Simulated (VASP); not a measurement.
# Cd (Fd-3m) in VASP: a series of runs, part 2 of 2

VASP 6.6.1.

### Step 4. Single point, PBEsol (36.09 Å³/atom)

This run uses another cell than the first one, of 36.09 Å³/atom.

Input file INCAR:

```
ALGO = Normal ; EDIFF = 1E-7
ENCUT = 520 ; GGA = PS
ISIF = 2 ; ISMEAR = -1
LASPH = T ; LCHARG = T
LELF = T ; LREAL = F
LVHAR = T ; LWAVE = F
NBANDS = 19 ; NELM = 60
PREC = Accurate ; SIGMA = 0.1
```

Input file KPOINTS:

```
k-points
0
Gamma
  10 10 10
```

Input file POSCAR:

```
Cd
1.0
    0.0000000000      3.3045432448      3.3045432448
    3.3045432448      0.0000000000      3.3045432448
    3.3045432448      3.3045432448      0.0000000000
Cd
2
Direct
    0.1250000000      0.1250000000      0.1250000000
    0.8750000000      0.8750000000      0.8750000000
```

Potentials or basis: VASP PAW PBE potentials, release 64 (Cd).

Command:

```sh
$ cat potpaw_PBE.64/Cd/POTCAR > POTCAR
$ mpirun -np 1 vasp_std > vasp.out
```

OUTCAR:

```text
EDIFF = 1E-7
   ENCUT = 520
   GGA = PS
   ISIF = 2
   ISMEAR = -1
   LASPH = T
   LREAL = F
   NELM = 60
   PREC = Accurate

 ion  position               nearest neighbor table
   1  0.125  0.125  0.125-   2 2.86   2 2.86   2 2.86   2 2.86
   2  0.875  0.875  0.875-   1 2.86   1 2.86   1 2.86   1 2.86

  LATTYP: Found a face centered cubic cell.
 ALAT       =     6.6090864896

  Lattice vectors:

 A1 = (   0.0000000000,   3.3045432448,   3.3045432448)
 A2 = (   3.3045432448,   0.0000000000,   3.3045432448)
 A3 = (   3.3045432448,   3.3045432448,   0.0000000000)

Analysis of symmetry for initial positions (statically):
=====================================================================
 Subroutine PRICEL returns:
 Original cell was already a primitive cell.

 Routine SETGRP: Setting up the symmetry group for a
 face centered cubic supercell.

 Subroutine GETGRP returns: Found 48 space group operations
 (whereof 12 operations were pure point group operations)
 out of a pool of 48 trial point group operations.

The static configuration has the point symmetry D_3d.
 The point group associated with its full space group is O_h .

Analysis of symmetry for dynamics (positions and initial velocities):
=====================================================================
 Subroutine PRICEL returns:
 Original cell was already a primitive cell.

 Routine SETGRP: Setting up the symmetry group for a
 face centered cubic supercell.

 Subroutine GETGRP returns: Found 48 space group operations
 (whereof 12 operations were pure point group operations)
 out of a pool of 48 trial point group operations.

The dynamic configuration has the point symmetry D_3d.
[... 109 lines left out ...]
   TEBEG  =    0.0;   TEEND  =   0.0 temperature during run
   PSTRESS=    0.0 pullay stress
   NELECT =      24.0000    total number of electrons
   NUPDOWN=      -1.0000    fix difference up-down
   EMIN   =  10.00;   EMAX   =-10.00  energy-range for DOS
   EFERMI =   0.00;   METHOD = LEGACY
   ISMEAR =    -1;   SIGMA  =   0.10  broadening in eV -4-tet -1-fermi 0-gaus
   EFERMI_NEDOS =   21; number of points for ismear=-14 and -15
   IALGO  =     38    algorithm
   IMIX   =      4    mixing-type and parameters
     AMIX     =   0.40;   BMIX     =  1.00
     AMIX_MAG =   1.60;   BMIX_MAG =  1.00
  volume/ion in A,a.u.               =      36.09       243.52
  Fermi-wavevector in a.u.,A,eV,Ry     =   1.134202  2.143331 17.502733  1.286415
  Thomas-Fermi vector in A             =   2.270906
   LORBIT       =      0    0 simple, 1 ext, 2 COOP (PROOUT), +10 PAW based schemes
   GGA     = PS    functional components
   LHFCALC =     F    Hartree Fock is set to
   AEXX    =    0.0000 exact exchange contribution
   IVDW    =     0    specifies the selected vdW correction
   LEPSILON=     F    determine dielectric tensor
   LRPA    =     F    only Hartree local field effects (RPA)
 non-spin polarized calculation
  energy-cutoff  :      520.00
  volume of cell :       72.17
 maximum number of plane-waves:      1964
   NGX = 17   NGY = 17   NGZ = 17

 number of electron      24.0000013 magnetization

 Free energy of the ion-electron system (eV)
  ---------------------------------------------------
  ext. energy  EPLUGINS =         0.00000000
  ---------------------------------------------------
  free energy    TOTEN  =        -1.45177015 eV

  energy without entropy =       -1.41238711  energy(sigma->0) =       -1.43207863

 E-fermi :   0.0139     XC(G=0):  -8.4579

 val. band max:       -0.0178764776   @ k =  -0.4000   0.4000   0.2000
 cond. band min:       0.0223710725   @ k =  -0.4000   0.4000   0.1000
 fundamental gap:      0.0402475501
 Fermi energy:         0.0138895629

 k-point     1 :       0.0000    0.0000    0.0000
  band No.  band energies     occupation
      1      -9.0694      2.00000
      2      -9.0694      2.00000
      3      -9.0694      2.00000
      4      -9.0113      2.00000
      5      -9.0113      2.00000
      6      -8.3308      2.00000
[... 505 lines left out ...]
      6      -8.6397      2.00000
[... 11 lines left out ...]
     18       9.6942      0.00000
     19      11.7990      0.00000

 [... further k-points ...]

------------------------ aborting loop because EDIFF is reached ----------------------------------------

  FORCE on cell =-STRESS in cart. coord.  units (eV):
  Direction    XX          YY          ZZ          XY          YZ          ZX
  --------------------------------------------------------------------------------------
  -------------------------------------------------------------------------------------
  Total       -0.5108263     -0.5108263     -0.5108263      0.0000000      0.0000000      0.0000000
  in kB      -11.3401696    -11.3401696    -11.3401696      0.0000000      0.0000000      0.0000000
  external PRESSURE =     -11.3401696 kB  Pullay stress =       0.0000000 kB

 VOLUME and BASIS-vectors are now :
 -----------------------------------------------------------------------------
  energy-cutoff  :      520.00
  volume of cell :       72.17
      direct lattice vectors                 reciprocal lattice vectors
     0.000000000  3.304543245  3.304543245    -0.151306841  0.151306841  0.151306841
     3.304543245  0.000000000  3.304543245     0.151306841 -0.151306841  0.151306841
     3.304543245  3.304543245  0.000000000     0.151306841  0.151306841 -0.151306841

 POSITION                                       TOTAL-FORCE (eV/Angst)
 -----------------------------------------------------------------------------------
      0.82614      0.82614      0.82614         0.000000      0.000000      0.000000
      5.78295      5.78295      5.78295        -0.000000     -0.000000     -0.000000
 -----------------------------------------------------------------------------------
    total drift:                                0.000000      0.000000      0.000000

  FREE ENERGIE OF THE ION-ELECTRON SYSTEM (eV)
  ---------------------------------------------------
  free  energy   TOTEN  =        -1.4517701463 eV

  energy  without entropy=       -1.4123871077  energy(sigma->0) =       -1.43207863
```

OSZICAR:

```text
N       E                     dE             d eps       ncg     rms          rms(c)
DAV:   1     0.154972269734E+03    0.15497E+03   -0.11966E+04  1786   0.115E+03
DAV:   2     0.253586357268E+01   -0.15244E+03   -0.14761E+03  1852   0.302E+02
DAV:   3    -0.153717873678E+01   -0.40730E+01   -0.40651E+01  2034   0.551E+01
DAV:   4    -0.154656911802E+01   -0.93904E-02   -0.93899E-02  1948   0.269E+00
DAV:   5    -0.154662464795E+01   -0.55530E-04   -0.55530E-04  1957   0.175E-01    0.221E+00
DAV:   6    -0.145823385239E+01    0.88391E-01   -0.24281E-01  1959   0.502E+00    0.192E+00
DAV:   7    -0.145256030521E+01    0.56735E-02   -0.16403E-02  1902   0.944E-01    0.114E+00
DAV:   8    -0.145169063791E+01    0.86967E-03   -0.21025E-03  1894   0.462E-01    0.403E-02
DAV:   9    -0.145174484742E+01   -0.54210E-04   -0.57756E-05  1956   0.512E-02    0.290E-02
DAV:  10    -0.145177011798E+01   -0.25271E-04   -0.26106E-05  1890   0.425E-02    0.309E-03
DAV:  11    -0.145177014634E+01   -0.28360E-07   -0.55784E-07  1945   0.651E-03
   1 F= -.14517701E+01 E0= -.14320786E+01  d E =-.393830E-01
```

stdout:

```text
POSCAR found type information on POSCAR Cd
 POSCAR found :  1 types and       2 ions
 scaLAPACK will be used
 -----------------------------------------------------------------------------
|                                                                             |
|                                                                             |
|     You enforced a specific xc type in the INCAR file but a different       |
|     I HOPE YOU KNOW WHAT YOU ARE DOING!                                     |
|                                                                             |
 -----------------------------------------------------------------------------

 LDA part: xc-table for (Slater+PW92), standard interpolation
 POSCAR, INCAR and KPOINTS ok, starting setup
 FFT: planning ... GRIDC
 FFT: planning ... GRID_SOFT
 FFT: planning ... GRID
 WAVECAR not read
 entering main loop
```

It took 41 s on 1 thread of Intel Xeon Platinum 8488C (Sapphire Rapids), shared host; peak memory 0.22 GiB.

What came out:

- Free energy: -1.4518 eV
- Pressure: -1.1 GPa
- Band gap on the k mesh: zero (bands 12 and 13 overlap by 4.78 eV)

Caveat: the PAW data sets were made with another functional, which shifts forces and pressure a little.

### Step 5. Single point, PBEsol (37.42 Å³/atom)

This run uses another cell than the first one, of 37.42 Å³/atom.

Input file INCAR:

```
SYSTEM = Cd
PREC = Accurate
ENCUT = 520
EDIFF = 1E-7
ISMEAR = -1
SIGMA = 0.1
LREAL = .False.
LASPH = .True.
NELM = 60
ALGO = Normal
ISIF = 2
LWAVE = .False.
LCHARG = .False.
GGA = PS
NBANDS = 19
```

Input file KPOINTS:

```
Automatic mesh
0
Gamma
  10 10 10
  0 0 0
```

Input file POSCAR:

```
Cd
1.0
    0.0000000000      3.3448465247      3.3448465247
    3.3448465247      0.0000000000      3.3448465247
    3.3448465247      3.3448465247      0.0000000000
Cd
2
Direct
    0.1250000000      0.1250000000      0.1250000000
    0.8750000000      0.8750000000      0.8750000000
```

Command:

```sh
$ cat potpaw_PBE.64/Cd/POTCAR > POTCAR
$ mpirun -np 1 vasp_std > vasp.out
```

It took 53 s on 1 thread of Intel Xeon Platinum 8488C (Sapphire Rapids), shared host; peak memory 0.22 GiB.

It converged, with:

```
Free energy            : -1.4285 eV
Pressure               : -1.6 GPa
Band gap on the k mesh : zero (bands 12 and 13 overlap by 4.58 eV)
```

Levels at points of the mesh, in eV from the Fermi level:
| k point | band 9 | band 10 | band 11 | band 12 | band 13 | band 14 | band 15 | band 16 |
| --- | --- | --- | --- | --- | --- | --- | --- | --- |
| (0.00, 0.00, 0.00) | -8.20 | -8.20 | -6.29 | 4.24 | 4.24 | 4.24 | 4.76 | 5.47 |
| (0.50, 0.00, 0.00) | -8.17 | -8.17 | -4.24 | -2.45 | 2.70 | 2.70 | 4.14 | 6.21 |
| (0.50, 0.50, 0.00) | -8.12 | -8.12 | -2.89 | -2.89 | 0.97 | 0.97 | 3.63 | 3.63 |

Caveat: the PAW data sets were made with another functional, which shifts forces and pressure a little.

### Step 6. Relaxation of cell and atoms, PBEsol

This run uses another cell than the first one, of 29.14 Å³/atom.

Input file INCAR:

```
SYSTEM = Cd
ALGO = Normal ; EDIFF = 1E-6
EDIFFG = -0.01 ; ENCUT = 600
GGA = PS ; IBRION = 2
ISIF = 3 ; ISMEAR = -1
LASPH = .True. ; LCHARG = .False.
LREAL = .False. ; LWAVE = .False.
NELM = 80 ; NSW = 80
PREC = Accurate ; SIGMA = 0.1
```

Input file KPOINTS:

```
k-points
0
Gamma
  9 9 9
  0 0 0
```

Input file POSCAR:

```
Cd
1.0
    0.0000000000      3.0772608027      3.0772608027
    3.0772608027      0.0000000000      3.0772608027
    3.0772608027      3.0772608027      0.0000000000
Cd
2
Direct
    0.1250000000      0.1250000000      0.1250000000
    0.8750000000      0.8750000000      0.8750000000
```

Potentials or basis: VASP PAW PBE potentials, release 64 (Cd).

Command:

```sh
$ cat potpaw_PBE.64/Cd/POTCAR > POTCAR
$ mpirun -np 1 vasp_std > vasp.out
```

Run time: 95 s. Hardware: 1 thread of Intel Xeon Platinum 8488C (Sapphire Rapids), shared host; peak memory 0.22 GiB.

Results (log left out):

```
Free energy                           : -1.4705 eV
Relaxed volume                        : 33.71 Å³/atom
Relaxed cell                          : a = 4.568 Å, b = 4.568 Å, c = 4.568 Å, α = 60.00°, β = 60.00°, γ = 60.00°
Space group after relaxing (to 0.1 Å) : Fd-3m (No. 227)
Energy gained by relaxing             : 61.6 meV/atom
Ionic steps                           : 3
Pressure after relaxing               : 0.0 GPa
Band gap on the k mesh                : zero (bands 12 and 13 overlap by 5.23 eV)
```

The path:
```tsv
step	energy change (eV)	largest force (eV/Å)	pressure (GPa)	volume (Å³)
1	0.0000	0.0000	5.12	58.28
2	-0.1225	0.0000	0.30	66.50
3	-0.1233	0.0000	-0.03	67.42
```

Final structure:
```cif
data_structure
_symmetry_space_group_name_H-M 'P 1'
_symmetry_Int_Tables_number 1
_cell_length_a 4.5684
_cell_length_b 4.5684
_cell_length_c 4.5684
_cell_angle_alpha 60.000
_cell_angle_beta 60.000
_cell_angle_gamma 60.000
_cell_volume 67.42
loop_
_atom_site_label
_atom_site_type_symbol
_atom_site_fract_x
_atom_site_fract_y
_atom_site_fract_z
_atom_site_occupancy
Cd1 Cd 0.12500 0.12500 0.12500 1
Cd2 Cd 0.87500 0.87500 0.87500 1
```

Levels at points of the mesh, in eV from the Fermi level:
```
           k point  band 9  band 10  band 11  band 12  band 13  band 14  band 15  band 16
(0.00, 0.00, 0.00)   -8.15    -8.15    -6.69     4.72     4.72     4.72     5.90     5.90
```

Caveat: the volume moved by over 15 % at a fixed basis, so the end points are rough; the PAW data sets were made with another functional, which shifts forces and pressure a little.

### Step 7. Single point, PBEsol

Input file INCAR:

```
SYSTEM = Cd
  PREC = Accurate
  ENCUT = 520
  EDIFF = 1E-6
  ISMEAR = -1
  SIGMA = 0.1
  LREAL = .FALSE.
  LASPH = .TRUE.
  NELM = 100
  ALGO = Normal
  ISIF = 2
  LWAVE = .FALSE.
  LCHARG = .TRUE.
  GGA = PS
  LELF = .TRUE.
  LVHAR = .TRUE.
  NBANDS = 19
```

Input file KPOINTS:

```
regular mesh
0
G
  14 14 14
  0 0 0
```

Input file POSCAR:

```
Cd
1.0
    0.0000000000      3.2208476881      3.2208476881
    3.2208476881      0.0000000000      3.2208476881
    3.2208476881      3.2208476881      0.0000000000
Cd
2
Direct
    0.1250000000      0.1250000000      0.1250000000
    0.8750000000      0.8750000000      0.8750000000
```

Command:

```sh
$ cat potpaw_PBE.64/Cd/POTCAR > POTCAR
$ mpirun -np 1 vasp_std > vasp.out
```

It took 1.8 min on 1 thread of Intel Xeon Platinum 8488C (Sapphire Rapids), shared host; peak memory 0.26 GiB.

The run converged. Its results:

- Free energy: -1.4700 eV
- Pressure: 0.3 GPa
- Band gap on the k mesh: zero (bands 12 and 13 overlap by 5.28 eV)

Levels at points of the mesh, in eV from the Fermi level:
| k point | band 9 | band 10 | band 11 | band 12 | band 13 | band 14 | band 15 | band 16 |
| --- | --- | --- | --- | --- | --- | --- | --- | --- |
| (0.00, 0.00, 0.00) | -8.16 | -8.16 | -6.74 | 4.75 | 4.75 | 4.75 | 5.78 | 5.93 |
| (0.50, 0.00, 0.00) | -8.13 | -8.13 | -4.34 | -2.66 | 2.98 | 2.98 | 4.88 | 6.67 |
| (0.50, 0.50, 0.00) | -8.07 | -8.07 | -2.92 | -2.92 | 1.00 | 1.00 | 3.94 | 3.94 |

Caveat: the PAW data sets were made with another functional, which shifts forces and pressure a little.

### Step 8. The runs side by side

| task | cell | k mesh | cutoff (eV) | gap on the mesh (eV) | pressure (GPa) |
| --- | --- | --- | --- | --- | --- |
| single point | a = 4.555 Å, angles 60.0°, 2 atoms | 10 × 10 × 10 | 520 | none | 0.3 |
| single point | a = 4.615 Å, angles 60.0°, 2 atoms | 10 × 10 × 10 | 520 | none | -0.5 |
| single point | a = 4.673 Å, angles 60.0°, 2 atoms | 10 × 10 × 10 | 520 | none | -1.1 |
| single point | a = 4.730 Å, angles 60.0°, 2 atoms | 10 × 10 × 10 | 520 | none | -1.6 |
| relaxation of cell and atoms | relaxed from a = 4.352 Å, angles 60.0°, 2 atoms | 9 × 9 × 9 | 600 | none | 0.0 |
| single point | a = 4.555 Å, angles 60.0°, 2 atoms | 14 × 14 × 14 | 520 | none | 0.3 |

Alike in all rows: level PBEsol; potentials or basis VASP PAW PBE potentials, release 64 (Cd); no spin polarisation; smearing fermi-dirac 0.1 eV.

Caveats: the PAW data sets were made with another functional, which shifts forces and pressure a little; the volume moved by over 15 % at a fixed basis, so the end points are rough (at least some runs).

Total energies depend on the potentials used, so only differences within one code and one set of settings carry meaning.
